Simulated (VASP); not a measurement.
Wanted: the native input for a VASP 6.6.1 run.

```
Task                   : relaxation of cell and atoms
Functional             : r2SCAN
Potentials or basis    : VASP PAW PBE potentials, release 64 (Ti_sv)
Cutoff                 : 600 eV
k mesh                 : 18 × 18 × 10
Occupations            : gaussian, width 0.1 eV
Spin                   : no spin polarisation
Dipole correction      : no
Further INCAR settings : ALGO = Normal; EDIFF = 1e-06; IBRION = 2; EDIFFG = -0.005; NSW = 100; ISIF = 3
```

The system is Ti.

```xyz
2
Lattice="-1.4750 -2.5548 0.0000 -1.4750 2.5548 0.0000 0.0000 0.0000 -4.6860" Properties=species:S:1:pos:R:3 pbc="T T T"
Ti   -1.4750    0.8516   -1.1715
Ti   -1.4750   -0.8516   -3.5145
```

These files were run (other wordings do the same):

POSCAR

```
Ti
1.0
   -1.4749989302     -2.5547730882      0.0000000000
   -1.4749989302      2.5547730882      0.0000000000
    0.0000000000      0.0000000000     -4.6860000000
Ti
2
Direct
    0.3333333333      0.6666666667      0.2500000000
    0.6666666667      0.3333333335      0.7500000000
```

INCAR.step1

```
SYSTEM = Ti
ALGO = Normal ; EDIFF = 1E-4
ENCUT = 600 ; GGA = PE
ISMEAR = 0 ; LASPH = .True.
LCHARG = .False. ; LREAL = .False.
LWAVE = .True. ; NELM = 80
PREC = Accurate ; SIGMA = 0.1
```

INCAR.step2

```
SYSTEM = Ti
ALGO = Normal ; EDIFF = 1E-6
EDIFFG = -0.005 ; ENCUT = 600
IBRION = 2 ; ISIF = 3
ISMEAR = 0 ; ISTART = 1
LASPH = .True. ; LCHARG = .False.
LMIXTAU = .True. ; LREAL = .False.
LWAVE = .False. ; METAGGA = R2SCAN
NELM = 80 ; NSW = 100
PREC = Accurate ; SIGMA = 0.1
```

KPOINTS

```
k-points
0
Gamma
  18 18 10
  0 0 0
```

Potentials or basis: VASP PAW PBE potentials, release 64 (Ti_sv).

Run with:

```bash
$ cat potpaw_PBE.64/Ti_sv/POTCAR > POTCAR
$ cp INCAR.step1 INCAR
$ mpirun -np 1 vasp_std > vasp.out
$ cp INCAR.step2 INCAR
$ mpirun -np 1 vasp_std > vasp.out
```

It gave:

| Item | Value |
| --- | --- |
| Relaxed volume | 17.36 Å³/atom |
| Relaxed cell | a = 2.939 Å, b = 2.939 Å, c = 4.642 Å, α = 90.00°, β = 90.00°, γ = 120.00° |
| Space group after relaxing (to 0.1 Å) | P6_3/mmc (No. 194) |
| Energy gained by relaxing | 1.9 meV/atom |
| Ionic steps | 6 |
| Pressure after relaxing | 0.0 GPa |
| Band gap on the k mesh | zero (bands 12 and 13 overlap by 1.23 eV) |

Caveat: the PAW data sets were made with another functional, which shifts forces and pressure a little.

It took 59 min on 1 thread of Oxide Virtual Turin-like Processor, on a shared host, peak memory 0.24 GiB.
